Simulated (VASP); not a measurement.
# Ge (R-3m) in VASP: a series of runs, part 2 of 2

VASP 6.6.1.

## 4. Relaxation of cell and atoms, PBE

The input, INCAR:

```
PREC = Accurate
ENCUT = 600
EDIFF = 1E-6
ISMEAR = 0
SIGMA = 0.1
LREAL = False
LASPH = True
NELM = 60
ALGO = Normal
ISIF = 3
LWAVE = False
LCHARG = False
GGA = PE
IBRION = 2
NSW = 90
EDIFFG = -0.04
```

The input, KPOINTS:

```
Automatic mesh
0
Gamma
  6 6 6
```

The input, POSCAR:

```
Ge
1.0
    5.3609066200      3.0951208800      1.2489940400
   -5.3609066200      3.0951208800      1.2489940400
    0.0000000000     -6.1902417600      1.2489940400
Ge
6
Direct
    0.8062090300      0.1851480000      0.8062090300
    0.1937909700      0.1937909700      0.8148520000
    0.1851480000      0.8062090300      0.8062090300
    0.8148520000      0.1937909700      0.1937909700
    0.8062090300      0.8062090300      0.1851480000
    0.1937909700      0.8148520000      0.1937909700
```

Potentials or basis: VASP PAW PBE potentials, release 64 (Ge_d).

Launch:

```bash
cat potpaw_PBE.64/Ge_d/POTCAR > POTCAR
mpirun -np 1 vasp_std > vasp.out
```

OUTCAR:

```text
PREC = Accurate
   ENCUT = 600
   EDIFF = 1E-6
   ISMEAR = 0
   LREAL = False
   LASPH = True
   NELM = 60
   ISIF = 3
   GGA = PE
   IBRION = 2
   NSW = 90
   EDIFFG = -0.04

 ion  position               nearest neighbor table
   1  0.806  0.185  0.806-   6 2.31   4 2.40   2 2.40   6 2.49
   2  0.194  0.194  0.815-   5 2.31   3 2.40   1 2.40   5 2.49
   3  0.185  0.806  0.806-   4 2.31   6 2.40   2 2.40   4 2.49
   4  0.815  0.194  0.194-   3 2.31   1 2.40   5 2.40   3 2.49
   5  0.806  0.806  0.185-   2 2.31   4 2.40   6 2.40   2 2.49
   6  0.194  0.815  0.194-   1 2.31   3 2.40   5 2.40   1 2.49

  LATTYP: Found a trigonal (rhomboedric) cell.
 ALAT       =     6.3149884530
 COS(alpha) =    -0.4413231395

  Lattice vectors:

 A1 = (   5.3609066200,   3.0951208800,   1.2489940400)
 A2 = (  -5.3609066200,   3.0951208800,   1.2489940400)
[... 1580 lines left out ...]
  free  energy   TOTEN  =       -26.0086119972 eV

  energy  without entropy=      -25.9995177703  energy(sigma->0) =      -26.00406488

[... ionic steps 4 to 8 ...]

--------------------------------------- Ionic step        9  -------------------------------------------

 number of electron      83.9999988 magnetization

------------------------ aborting loop because EDIFF is reached ----------------------------------------
[... 75 lines left out ...]
--------------------------------------- Ionic step       11  -------------------------------------------

 number of electron      83.9999992 magnetization

 Free energy of the ion-electron system (eV)
  ---------------------------------------------------
  ext. energy  EPLUGINS =         0.00000000
  ---------------------------------------------------
  free energy    TOTEN  =       -26.04454802 eV

  energy without entropy =      -26.03602968  energy(sigma->0) =      -26.04028885

 E-fermi :   3.9241     XC(G=0):  -9.6693

 val. band max:        3.8820294570   @ k =  -0.1667   0.1667   0.1667
 cond. band min:       3.9419032284   @ k =   0.1667  -0.0000   0.0000
 fundamental gap:      0.0598737714
 Fermi energy:         3.9240509254

 k-point     1 :       0.0000    0.0000    0.0000
  band No.  band energies     occupation
      1     -20.4665      2.00000
      2     -20.4432      2.00000
      3     -20.4432      2.00000
      4     -20.4430      2.00000
      5     -20.3972      2.00000
      6     -20.3929      2.00000
[... 1296 lines left out ...]
  FREE ENERGIE OF THE ION-ELECTRON SYSTEM (eV)
  ---------------------------------------------------
  free  energy   TOTEN  =       -26.0445480186 eV

  energy  without entropy=      -26.0360296757  energy(sigma->0) =      -26.04028885

 reached required accuracy - stopping structural energy minimisation
```

CONTCAR:

```text
Ge
   1.00000000000000
     5.6980226735600077    3.2897549242409112    1.2879051574919116
    -5.6980226735600077    3.2897549242409112    1.2879051574919116
     0.0000000000000000   -6.5795098484818224    1.2879051574919116
  Ge
     6
Direct
     0.8085109012227424    0.1823872193340155    0.8085109012227378
     0.1914890987772621    0.1914890987772621    0.8176127806659803
     0.1823872193340155    0.8085109012227424    0.8085109012227378
     0.8176127806659848    0.1914890987772578    0.1914890987772621
     0.8085109012227378    0.8085109012227378    0.1823872193340199
     0.1914890987772578    0.8176127806659848    0.1914890987772621

  0.00000000E+00  0.00000000E+00  0.00000000E+00
  0.00000000E+00  0.00000000E+00  0.00000000E+00
  0.00000000E+00  0.00000000E+00  0.00000000E+00
  0.00000000E+00  0.00000000E+00  0.00000000E+00
  0.00000000E+00  0.00000000E+00  0.00000000E+00
  0.00000000E+00  0.00000000E+00  0.00000000E+00
```

Run time: 72 min. Hardware: 1 thread of Intel Xeon 8259CL, shared host; peak memory 0.47 GiB.

What came out:

| Quantity | Value |
| --- | --- |
| Free energy | -26.0445 eV |
| Relaxed volume | 24.14 Å³/atom |
| Relaxed cell | a = 6.704 Å, b = 6.704 Å, c = 6.704 Å, α = 116.40°, β = 116.40°, γ = 116.40° |
| Space group after relaxing (to 0.1 Å) | R-3m (No. 166) |
| Energy gained by relaxing | 122.2 meV/atom |
| Ionic steps | 11 |
| Pressure after relaxing | -0.1 GPa |
| Largest force after relaxing | 0.012 eV/Å |
| Band gap on the k mesh | zero (bands 42 and 43 overlap by 1.54 eV) |

Forces on the atoms (eV/Å):
```
Ge  -0.006  0.003 -0.010
Ge   0.000  0.007  0.010
Ge   0.006  0.003 -0.010
Ge  -0.006 -0.003  0.010
Ge   0.000 -0.007 -0.010
Ge   0.006 -0.003  0.010
```

The path:
```
step  energy change (eV)  largest force (eV/Å)  pressure (GPa)  volume (Å³)
   1              0.0000                0.8709           12.28       124.34
   2             -0.5205                0.5806           -3.74       155.18
   3             -0.6973                0.2384            0.27       143.25
   4             -0.6971                0.2525            0.09       143.64
   5             -0.7188                0.1570           -0.27       144.74
   6             -0.7228                0.1550           -0.22       145.30
   7             -0.7231                0.1687           -0.26       145.56
   8             -0.7309                0.0905           -0.08       145.01
   9             -0.7325                0.0581            0.04       144.72
  10             -0.7326                0.0555            0.07       144.64
  11             -0.7332                0.0117           -0.14       144.85
```

Final structure:
```yaml
crystal:
  lattice:
    - [5.69802, 3.28975, 1.28791]
    - [-5.69802, 3.28975, 1.28791]
    - [0.00000, -6.57951, 1.28791]
  atoms:
    - { symbol: Ge, position: [0.80851, 0.18239, 0.80851] }
    - { symbol: Ge, position: [0.19149, 0.19149, 0.81761] }
    - { symbol: Ge, position: [0.18239, 0.80851, 0.80851] }
    - { symbol: Ge, position: [0.81761, 0.19149, 0.19149] }
    - { symbol: Ge, position: [0.80851, 0.80851, 0.18239] }
    - { symbol: Ge, position: [0.19149, 0.81761, 0.19149] }
```

Caveat: the volume moved by over 15 % at a fixed basis, so the end points are rough.

## 5. Summary

```tsv
task	cell	cutoff (eV)	gap on the mesh (eV)	pressure (GPa)	largest force (eV/Å)
single point	a = 6.315 Å, angles 116.2°, 6 atoms, atomic positions A	520	none	12.2	0.87
single point	a = 6.693 Å, angles 116.4°, 6 atoms, atomic positions B	520	none	0.1	0.01
relaxation of cell and atoms	relaxed from a = 6.315 Å, angles 116.2°, 6 atoms, atomic positions A	600	none	-0.1	0.01
```

Alike in all rows: level PBE; potentials or basis VASP PAW PBE potentials, release 64 (Ge_d); no spin polarisation; k mesh 6 × 6 × 6; smearing gaussian 0.1 eV.

Caveats: the cell stands under pressure (at least some runs); the volume moved by over 15 % at a fixed basis, so the end points are rough (at least some runs).

Absolute energies hang on the potentials; compare differences alone.

The gap in the log of VASP goes by the Fermi energy; the results here count the filled bands.